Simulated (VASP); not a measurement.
ZrS2:

```xyz
3
Lattice="3.6744 0.0000 0.0000 -1.8372 3.1821 0.0000 0.0000 0.0000 5.8569" Properties=species:S:1:pos:R:3 pbc="T T T"
Zr    0.0000    0.0000    0.0000
S     0.0000    2.1214    1.4421
S     1.8372    1.0607    4.4147
```

Base run:

| Item | Value |
| --- | --- |
| Program | VASP 6.6.1 |
| Functional | r2SCAN |
| Potentials or basis | VASP PAW PBE potentials, release 64 (Zr_sv, S) |
| Cutoff | 550 eV |
| k mesh | 6 × 6 × 4 |
| Occupations | gaussian, width 0.01 eV |
| Spin | no spin polarisation |

Its results: band gap on the k mesh 1.19 eV, indirect (least direct gap 1.81 eV); pressure 0.9 GPa; largest force 0.041 eV/Å.

Problem. The run is repeated on the same cell with these changes: functional from r2SCAN to PBE; cutoff from 550 eV to 500 eV; occupations from gaussian, width 0.01 eV to methfessel-paxton, width 0.126 eV. What comes out?

Solution. Band gap on the k mesh 0.88 eV, indirect (least direct gap 1.50 eV); pressure 1.3 GPa; largest force 0.040 eV/Å.

Caveats: the PAW data sets were made with another functional, which shifts forces and pressure a little (some runs); this functional lacks dispersion, which binds the layers, so the pressure and a relaxed spacing across them are unreliable (some runs).

A k mesh can miss the band edges.
